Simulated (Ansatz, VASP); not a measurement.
## Two plane-wave programs on Al3H2

```xyz
5
Lattice="6.5615 -1.4573 -0.1062 6.5615 1.4573 -0.1062 -0.6252 0.0000 2.9700" Properties=species:S:1:pos:R:3 pbc="T T T"
Al    8.4339    0.0000    0.2936
Al    4.0639    0.0000    2.4640
Al   -0.3126    0.0000    1.4850
H     3.1657    0.0000    0.7031
H     9.3321    0.0000    2.0545
```

Change from the starting cell: the structure that the rattled cell fell into.

Alike in both runs: functional PBE; k mesh 10 × 10 × 12; occupations gaussian, width 0.1 eV; no spin polarisation.

Ansatz relaxed the structure, and its values are those at the end. VASP's run is a single point on that final structure, the one shown.

|  | VASP | Ansatz |
| --- | --- | --- |
| version | VASP 6.6.1 | Ansatz 0.2.0 |
| potentials or method | VASP PAW PBE potentials, release 64 (Al, H), cutoff 520 eV | scalar-relativistic, plane waves, PAW |
| valence electrons in the cell | 11 | 11 |

Ansatz gave:

- gap on the k mesh at the Fermi level (eV): none
- pressure (GPa): 0.0

Q: Estimate VASP's values.

A: gap on the k mesh at the Fermi level (eV): none; pressure (GPa): -0.1.

A gap of «none» marks a metal or a gap that the smearing closes.
